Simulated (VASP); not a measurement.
A run of VASP 6.6.1 is set up as follows.

The input INCAR:

```
SYSTEM = Fe
ALGO = Normal
EDIFF = 1E-6
ENCUT = 520
GGA = RE
ISIF = 2
ISMEAR = -1
ISPIN = 2
LASPH = .TRUE.
LCHARG = .FALSE.
LMAXMIX = 4
LORBIT = 11
LREAL = .FALSE.
LWAVE = .FALSE.
MAGMOM = 2.5 2.5 2.5 2.5 2.5 2.5 2.5 2.5
NBANDS = 46
NELM = 150
PREC = Accurate
SIGMA = 0.05
```

The input KPOINTS:

```
k-points
0
G
  6 6 6
  0 0 0
```

Contents of POSCAR:

```
Fe
1.0
    4.5856879341      0.0000000000      0.0000000000
    0.0000000000      4.5856879341      0.0000000000
    0.0000000000      0.0000000000      4.5856879341
Fe
8
Direct
    1.0000000000      1.0000000000      1.0000000000
    0.5000000000      0.5000000000      0.5000000000
    0.2500000000      0.0000000000      0.5000000000
    0.7500000000      1.0000000000      0.5000000000
    0.5000000000      0.2500000000      1.0000000000
    0.5000000000      0.7500000000      1.0000000000
    0.0000000000      0.5000000000      0.2500000000
    0.0000000000      0.5000000000      0.7500000000
```

Potentials or basis: VASP PAW PBE potentials, release 64 (Fe).

The run is started by

```bash
$ cat potpaw_PBE.64/Fe/POTCAR > POTCAR
$ mpirun -np 1 vasp_std > vasp.out
```

(1) What does it give for the site moments?

(2) Predict the pressure.

(3) Predict the net moment.

Results:

(1) Fe +2.46, +2.45 (each value once) μB.

(2) 0.4 GPa.

(3) 19.55 μB per cell.

Caveat: the PAW data sets were made with another functional, which shifts forces and pressure a little.
